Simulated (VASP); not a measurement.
# AlCu (Pm-3m) in VASP: further runs

AlCu is run at these levels: LDA, BLYP+D3(BJ); tasks: relaxation of cell and atoms, single point.

Program: VASP 6.6.1. These are calculated values, not measurements. Logs are shortened: lines on timing, memory, paths and dates and some standing lists are left out, and cuts for length are marked.

**1. The cell of the first run**

The structure is cubic, space group Pm-3m (No. 221). The conventional cell has a = 2.998 Å, b = 2.998 Å, c = 2.998 Å, α = 90.00°, β = 90.00°, γ = 90.00°. Al (site symmetry m-3m) has 8 Cu at 2.60 Å and 6 Al at 3.00 Å within 3.4 Å. Cu (site symmetry m-3m) has 8 Al at 2.60 Å and 6 Cu at 3.00 Å within 3.4 Å.

**2. Relaxation of cell and atoms, LDA**

Input file INCAR:

```
SYSTEM = AlCu
  PREC = Accurate
  ENCUT = 600
  EDIFF = 1E-6
  ISMEAR = 0
  SIGMA = 0.1
  LREAL = .FALSE.
  LASPH = .TRUE.
  NELM = 100
  ALGO = Normal
  ISIF = 3
  LWAVE = .FALSE.
  LCHARG = .FALSE.
  IBRION = 2
  NSW = 80
  EDIFFG = -0.01
```

Input file KPOINTS:

```
regular mesh
0
G
  7 7 7
  0 0 0
```

Input file POSCAR:

```
AlCu
1.0
    2.9975090000      0.0000000000      0.0000000000
    0.0000000000      2.9975090000      0.0000000000
    0.0000000000      0.0000000000      2.9975090000
Al Cu
1 1
Direct
    0.0000000000      0.0000000000      0.0000000000
    0.5000000000      0.5000000000      0.5000000000
```

Potentials or basis: VASP PAW LDA potentials, release 64 (Al, Cu).

On the command line:

```console
$ cat potpaw_LDA.64/Al/POTCAR potpaw_LDA.64/Cu/POTCAR > POTCAR
$ mpirun -np 1 vasp_std > vasp.out
```

OUTCAR:

```text
SYSTEM = AlCu
   PREC = Accurate
   ENCUT = 600
   EDIFF = 1E-6
   ISMEAR = 0
   LREAL = .FALSE.
   LASPH = .TRUE.
   NELM = 100
   ISIF = 3
   IBRION = 2
   NSW = 80
   EDIFFG = -0.01

 ion  position               nearest neighbor table
   1  0.000  0.000  0.000-   2 2.60   2 2.60   2 2.60   2 2.60   2 2.60   2 2.60   2 2.60   2 2.60

   2  0.500  0.500  0.500-   1 2.60   1 2.60   1 2.60   1 2.60   1 2.60   1 2.60   1 2.60   1 2.60

  LATTYP: Found a simple cubic cell.
 ALAT       =     2.9975090000

  Lattice vectors:

 A1 = (   2.9975090000,   0.0000000000,   0.0000000000)
 A2 = (   0.0000000000,   2.9975090000,   0.0000000000)
 A3 = (   0.0000000000,   0.0000000000,   2.9975090000)

Analysis of symmetry for initial positions (statically):
=====================================================================
 Subroutine PRICEL returns:
 Original cell was already a primitive cell.

 Routine SETGRP: Setting up the symmetry group for a
 simple cubic supercell.

 Subroutine GETGRP returns: Found 48 space group operations
 (whereof 48 operations were pure point group operations)
 out of a pool of 48 trial point group operations.

The static configuration has the point symmetry O_h .

Analysis of symmetry for dynamics (positions and initial velocities):
=====================================================================
 Subroutine PRICEL returns:
 Original cell was already a primitive cell.

 Routine SETGRP: Setting up the symmetry group for a
 simple cubic supercell.

 Subroutine GETGRP returns: Found 48 space group operations
 (whereof 48 operations were pure point group operations)
 out of a pool of 48 trial point group operations.

The dynamic configuration has the point symmetry O_h .

 Subroutine INISYM returns: Found 48 space group operations
 (whereof 48 operations are pure point group operations),
 and found     1 'primitive' translations

----------------------------------------------------------------------------------------

                                     Primitive cell

  volume of cell :      26.9328

  direct lattice vectors                    reciprocal lattice vectors
     2.997509000  0.000000000  0.000000000     0.333610341  0.000000000  0.000000000
     0.000000000  2.997509000  0.000000000     0.000000000  0.333610341  0.000000000
     0.000000000  0.000000000  2.997509000     0.000000000  0.000000000  0.333610341

  length of vectors
     2.997509000  2.997509000  2.997509000     0.333610341  0.333610341  0.333610341

  position of ions in fractional coordinates (direct lattice)
     0.000000000  0.000000000  0.000000000
     0.500000000  0.500000000  0.500000000

  ion indices of the primitive-cell ions
   primitive index   ion index
                 1           1
                 2           2

----------------------------------------------------------------------------------------

 KPOINTS: regular mesh

Automatic generation of k-mesh.
 Grid dimensions read from file:
 generate k-points for:    7    7    7

 Generating k-lattice:

  Cartesian coordinates                     Fractional coordinates (reciprocal lattice)
     0.047658620  0.000000000  0.000000000     0.142857143  0.000000000  0.000000000
     0.000000000  0.047658620  0.000000000     0.000000000  0.142857143  0.000000000
     0.000000000  0.000000000  0.047658620     0.000000000  0.000000000  0.142857143

  Length of vectors
     0.047658620  0.047658620  0.047658620

  Shift w.r.t. Gamma in fractional coordinates (k-lattice)
     0.000000000  0.000000000  0.000000000

 Subroutine IBZKPT returns following result:
 ===========================================

 Found     20 irreducible k-points:

 Following reciprocal coordinates:
            Coordinates               Weight
  0.000000  0.000000  0.000000      1.000000
  0.142857  0.000000  0.000000      6.000000
  0.285714  0.000000  0.000000      6.000000
  0.428571  0.000000  0.000000      6.000000
  0.142857  0.142857  0.000000     12.000000
  0.285714  0.142857  0.000000     24.000000
[... 12 lines left out ...]
  0.428571  0.428571  0.285714     24.000000
  0.428571  0.428571  0.428571      8.000000
   k-points           NKPTS =     20   k-points in BZ     NKDIM =     20   number of bands    NBANDS=     11
   number of dos      NEDOS =    301   number of ions     NIONS =      2
   total plane-waves  NPLWV =  13824
   dimension x,y,z NGX =    24 NGY =   24 NGZ =   24
   dimension x,y,z NGXF=    48 NGYF=   48 NGZF=   48
   ions per type =               1   1
   NGX,Y,Z   is equivalent  to a cutoff of  13.31, 13.31, 13.31 a.u.
   NGXF,Y,Z  is equivalent  to a cutoff of  26.62, 26.62, 26.62 a.u.
 SYSTEM =  AlCu
   PREC   = accura    normal or accurate (medium, high low for compatibility)
   ISTART =      0    job   : 0-new  1-cont  2-samecut
   ICHARG =      2    charge: 1-file 2-atom 10-const
   ISPIN  =      1    spin polarized calculation?
   LNONCOLLINEAR =      F non collinear calculations
[... 63 lines left out ...]
  in kB      -71.9971923    -71.9971923    -71.9971923      0.0000000      0.0000000      0.0000000
  external PRESSURE =     -71.9971923 kB  Pullay stress =       0.0000000 kB

 VOLUME and BASIS-vectors are now :
 -----------------------------------------------------------------------------
  energy-cutoff  :      600.00
  volume of cell :       26.93
      direct lattice vectors                 reciprocal lattice vectors
     2.997509000  0.000000000  0.000000000     0.333610341  0.000000000  0.000000000
     0.000000000  2.997509000  0.000000000     0.000000000  0.333610341  0.000000000
     0.000000000  0.000000000  2.997509000     0.000000000  0.000000000  0.333610341

 POSITION                                       TOTAL-FORCE (eV/Angst)
 -----------------------------------------------------------------------------------
      0.00000      0.00000      0.00000         0.000000      0.000000      0.000000
      1.49875      1.49875      1.49875         0.000000      0.000000      0.000000
 -----------------------------------------------------------------------------------
    total drift:                                0.000000      0.000000     -0.000000

  FREE ENERGIE OF THE ION-ELECTRON SYSTEM (eV)
  ---------------------------------------------------
  free  energy   TOTEN  =        -9.2081751711 eV

  energy  without entropy=       -9.2039703101  energy(sigma->0) =       -9.20607274

--------------------------------------- Ionic step        2  -------------------------------------------

 number of electron      13.9999993 magnetization

 E-fermi :  10.1366     XC(G=0): -12.1698

 val. band max:        9.7261837046   @ k =   0.4286   0.4286   0.1429
 cond. band min:      10.1917344236   @ k =   0.2857   0.2857   0.2857
 fundamental gap:      0.4655507190
 Fermi energy:        10.1365814459

 k-point     1 :       0.0000    0.0000    0.0000
  band No.  band energies     occupation
      1      -2.1798      2.00000
      2       4.5996      2.00000
      3       4.5996      2.00000
      4       5.7601      2.00000
      5       5.7601      2.00000
      6       5.7601      2.00000
      7      14.0219      0.00000
      8      14.0219      0.00000
      9      14.0219      0.00000
     10      16.5272      0.00000
     11      16.5272      0.00000

 k-point     2 :       0.1429    0.0000    0.0000
  band No.  band energies     occupation
      1      -1.8144      2.00000
      2       4.6102      2.00000
      3       4.6556      2.00000
      4       5.6588      2.00000
      5       5.6588      2.00000
      6       5.7716      2.00000
      7      11.2483      0.00000
      8      14.4587      0.00000
      9      14.4587      0.00000
     10      16.6354      0.00000
     11      18.6263      0.00000
[... 308 lines left out ...]
 POSITION                                       TOTAL-FORCE (eV/Angst)
 -----------------------------------------------------------------------------------
      0.00000      0.00000      0.00000         0.000000      0.000000      0.000000
      1.46518      1.46518      1.46518        -0.000000     -0.000000      0.000000
 -----------------------------------------------------------------------------------
    total drift:                                0.000000      0.000000     -0.000000

  FREE ENERGIE OF THE ION-ELECTRON SYSTEM (eV)
  ---------------------------------------------------
  free  energy   TOTEN  =        -9.2526576134 eV

  energy  without entropy=       -9.2481657069  energy(sigma->0) =       -9.25041166

--------------------------------------- Ionic step        4  -------------------------------------------

 number of electron      13.9999999 magnetization

 Free energy of the ion-electron system (eV)
  ---------------------------------------------------
  ext. energy  EPLUGINS =         0.00000000
  ---------------------------------------------------
  free energy    TOTEN  =        -9.25267276 eV

  energy without entropy =       -9.24817681  energy(sigma->0) =       -9.25042479

 E-fermi :   9.8335     XC(G=0): -12.0618

 val. band max:        9.4115537603   @ k =   0.4286   0.4286   0.1429
 cond. band min:       9.9011428542   @ k =   0.4286   0.4286   0.2857
 fundamental gap:      0.4895890939
 Fermi energy:         9.8334758437

 k-point     1 :       0.0000    0.0000    0.0000
  band No.  band energies     occupation
      1      -2.2891      2.00000
      2       4.4301      2.00000
      3       4.4301      2.00000
      4       5.5461      2.00000
      5       5.5461      2.00000
      6       5.5461      2.00000
      7      13.6658      0.00000
      8      13.6658      0.00000
      9      13.6658      0.00000
     10      16.1975      0.00000
     11      16.1975      0.00000

 k-point     2 :       0.1429    0.0000    0.0000
  band No.  band energies     occupation
      1      -1.9293      2.00000
      2       4.4396      2.00000
      3       4.4839      2.00000
      4       5.4480      2.00000
      5       5.4480      2.00000
      6       5.5572      2.00000
      7      10.9325      0.00000
      8      14.0958      0.00000
      9      14.0958      0.00000
     10      16.3092      0.00000
     11      18.2189      0.00000
[... 272 lines left out ...]
 POSITION                                       TOTAL-FORCE (eV/Angst)
 -----------------------------------------------------------------------------------
      0.00000      0.00000      0.00000         0.000000      0.000000      0.000000
      1.46585      1.46585      1.46585        -0.000000     -0.000000      0.000000
 -----------------------------------------------------------------------------------
    total drift:                                0.000000      0.000000     -0.000000

  FREE ENERGIE OF THE ION-ELECTRON SYSTEM (eV)
  ---------------------------------------------------
  free  energy   TOTEN  =        -9.2526727629 eV

  energy  without entropy=       -9.2481768097  energy(sigma->0) =       -9.25042479

 reached required accuracy - stopping structural energy minimisation
```

Run time: 11 s. Hardware: 1 thread of Intel Xeon Platinum 8259CL at 2.50GHz (Skylake/Cascade Lake), shared host; peak memory 0.13 GiB.

Results:

```yaml
Free_energy: -9.2527 eV
Relaxed_volume: 12.60 Å³/atom
Relaxed_cell: a = 2.932 Å, b = 2.932 Å, c = 2.932 Å, α = 90.00°, β = 90.00°, γ = 90.00°
Space_group_after_relaxing_to_0.05_Å: Pm-3m (No. 221)
Energy_gained_by_relaxing: 22.2 meV/atom
Ionic_steps: 4
Pressure_after_relaxing: 0.0 GPa
Band_gap_on_the_k_mesh: zero (band 7 reaches 13.67 eV, above the bottom of band 8 at 9.25 eV)
```

The path:
```tsv
step	energy change (eV)	largest force (eV/Å)	pressure (GPa)	volume (Å³)
1	0.0000	0.0000	-7.20	26.93
2	-0.0392	0.0000	3.18	24.64
3	-0.0445	0.0000	0.16	25.16
4	-0.0445	0.0000	-0.01	25.20
```

Final structure:
```
Al Cu
1.0
     2.93171    0.00000    0.00000
     0.00000    2.93171    0.00000
     0.00000    0.00000    2.93171
Al Cu
1 1
Direct
  0.00000 0.00000 0.00000
  0.50000 0.50000 0.50000
```

**3. Single point, LDA**

This run uses another cell than the first one, of 12.55 Å³/atom, 0.932 times its volume.

Input file INCAR:

```
SYSTEM = AlCu
ALGO     = Normal         ! electronic algorithm
EDIFF    = 1E-6           ! SCF threshold, eV
ENCUT    = 700            ! plane-wave cutoff, eV
GGA      = CA             ! functional
GGA_COMPAT= .False.      
ISIF     = 2              ! what is computed and relaxed
ISMEAR   = 0              ! smearing method
LASPH    = .True.         ! aspherical terms in the spheres
LCHARG   = .True.         ! write CHGCAR
LELF     = .True.         ! ELF
LREAL    = .False.        ! projectors in reciprocal space
LVHAR    = .True.       
LWAVE    = .False.        ! write WAVECAR
NBANDS   = 18             ! bands
NELM     = 120            ! most SCF steps
PREC     = Accurate       ! precision mode
SIGMA    = 0.1            ! smearing width, eV
```

Input file KPOINTS:

```
k-points
0
Gamma
  7 7 7
  0 0 0
```

Input file POSCAR:

```
AlCu
1.0
    2.9279128193      0.0000000000      0.0000000000
    0.0000000000      2.9279128193      0.0000000000
    0.0000000000      0.0000000000      2.9279128193
Al Cu
1 1
Direct
    0.0000000000      0.0000000000      0.0000000000
    0.5000000000      0.5000000000      0.5000000000
```

Potentials or basis: VASP PAW LDA potentials, release 64 (Al, Cu_sv_GW).

On the command line:

```console
$ cat potpaw_LDA.64/Al/POTCAR potpaw_LDA.64/Cu_sv_GW/POTCAR > POTCAR
$ mpirun -np 1 vasp_std > vasp.out
```

Wall time 10 s (1 thread of AMD EPYC 9R45 (Zen 5), shared host); peak memory 0.13 GiB.

The run converged. Its results:

```
Free energy            : -9.4033 eV
Pressure               : -1.8 GPa
Band gap on the k mesh : zero (band 11 reaches 13.64 eV, above the bottom of band 12 at 9.23 eV)
```

Levels at points of the mesh, in eV from the Fermi level:
```tsv
k point	band 8	band 9	band 10	band 11	band 12	band 13	band 14	band 15
(0.00, 0.00, 0.00)	-4.26	-4.26	-4.26	3.82	3.82	3.82	6.38	6.38
```

**4. Relaxation of cell and atoms, BLYP+D3(BJ)**

Input file INCAR:

```
PREC     = Accurate       # precision mode
ENCUT    = 700            # plane-wave cutoff, eV
EDIFF    = 1E-7           # SCF threshold, eV
ISMEAR   = 0              # smearing method
SIGMA    = 0.1            # smearing width, eV
LREAL    = False          # projectors in reciprocal space
LASPH    = True           # aspherical terms in the spheres
NELM     = 120            # most SCF steps
ALGO     = Normal         # electronic algorithm
ISIF     = 3              # what is computed and relaxed
LWAVE    = False          # write WAVECAR
LCHARG   = False          # write CHGCAR
GGA      = B5             # functional
ALDAX    = 1.0          
AGGAX    = 1.0          
AGGAC    = 1.0          
ALDAC    = 0.0          
IVDW     = 12             # dispersion correction
VDW_S6   = 1.0          
VDW_S8   = 2.6996       
VDW_A1   = 0.4298       
VDW_A2   = 4.2359       
IBRION   = 2              # ionic algorithm
NSW      = 80             # ionic steps
EDIFFG   = -0.01          # ionic threshold
GGA_COMPAT= False        
NELMIN   = 4
```

Input file KPOINTS:

```
regular mesh
0
Gamma
  7 7 7
```

Input file POSCAR:

```
AlCu
1.0
    2.9975090000      0.0000000000      0.0000000000
    0.0000000000      2.9975090000      0.0000000000
    0.0000000000      0.0000000000      2.9975090000
Al Cu
1 1
Direct
    0.0000000000      0.0000000000      0.0000000000
    0.5000000000      0.5000000000      0.5000000000
```

Potentials or basis: VASP PAW PBE potentials, release 64 (Al, Cu_sv_GW).

On the command line:

```console
$ cat potpaw_PBE.64/Al/POTCAR potpaw_PBE.64/Cu_sv_GW/POTCAR > POTCAR
$ mpirun -np 1 vasp_std > vasp.out
```

It used 150 s of CPU time on 1 thread of AMD EPYC 7R13 Processor (Zen 3) (shared host).

The run converged. Its results:

```
Free energy                            : -8.1694 eV
Relaxed volume                         : 12.33 Å³/atom
Relaxed cell                           : a = 2.911 Å, b = 2.911 Å, c = 2.911 Å, α = 90.00°, β = 90.00°, γ = 90.00°
Space group after relaxing (to 0.05 Å) : Pm-3m (No. 221)
Energy gained by relaxing              : 40.0 meV/atom
Ionic steps                            : 3
Pressure after relaxing                : -0.1 GPa
Band gap on the k mesh                 : zero (band 11 reaches 14.73 eV, above the bottom of band 12 at 10.26 eV)
Dispersion energy per atom             : -1.148 eV
```

The path:
| step | energy change (eV) | largest force (eV/Å) | pressure (GPa) | volume (Å³) |
| --- | --- | --- | --- | --- |
| 1 | 0.0000 | 0.0000 | -10.33 | 26.93 |
| 2 | -0.0614 | 0.0000 | 6.31 | 23.69 |
| 3 | -0.0799 | 0.0000 | -0.11 | 24.66 |

Final structure:
```
Al Cu
1.0
     2.91059    0.00000    0.00000
     0.00000    2.91059    0.00000
     0.00000    0.00000    2.91059
Al Cu
1 1
Direct
  0.00000 0.00000 0.00000
  0.50000 0.50000 0.50000
```

Levels at points of the mesh, in eV from the Fermi level:
```tsv
k point	band 8	band 9	band 10	band 11	band 12	band 13	band 14	band 15
(0.00, 0.00, 0.00)	-4.38	-4.38	-4.38	3.86	3.86	3.86	6.48	6.48
```

Caveat: the PAW data sets were made with another functional, which shifts forces and pressure a little; pairwise dispersion overbinds metals, which lowers pressure and volume.

**5. Overview**

| task | level | potentials or basis | cell | cutoff (eV) | second run | gap on the mesh (eV) | pressure (GPa) | relaxed volume (Å³/atom) |
| --- | --- | --- | --- | --- | --- | --- | --- | --- |
| relaxation of cell and atoms | LDA | VASP PAW LDA potentials, release 64 (Al, Cu) | relaxed from a = 2.998 Å, 2 atoms | 600 | - | none | 0.0 | 12.60 |
| single point | LDA | VASP PAW LDA potentials, release 64 (Al, Cu_sv_GW) | a = 2.928 Å, 2 atoms | 700 | valence_matched | none | -1.8 | - |
| relaxation of cell and atoms | BLYP+D3(BJ) | VASP PAW PBE potentials, release 64 (Al, Cu_sv_GW) | relaxed from a = 2.998 Å, 2 atoms | 700 | valence_matched | none | -0.1 | 12.33 |

Alike in all rows: no spin polarisation; k mesh 7 × 7 × 7; smearing gaussian 0.1 eV.

Caveats: the PAW data sets were made with another functional, which shifts forces and pressure a little (some runs); pairwise dispersion overbinds metals, which lowers pressure and volume (some runs).

Total energies depend on the potentials used, so only differences within one code and one set of settings carry meaning.
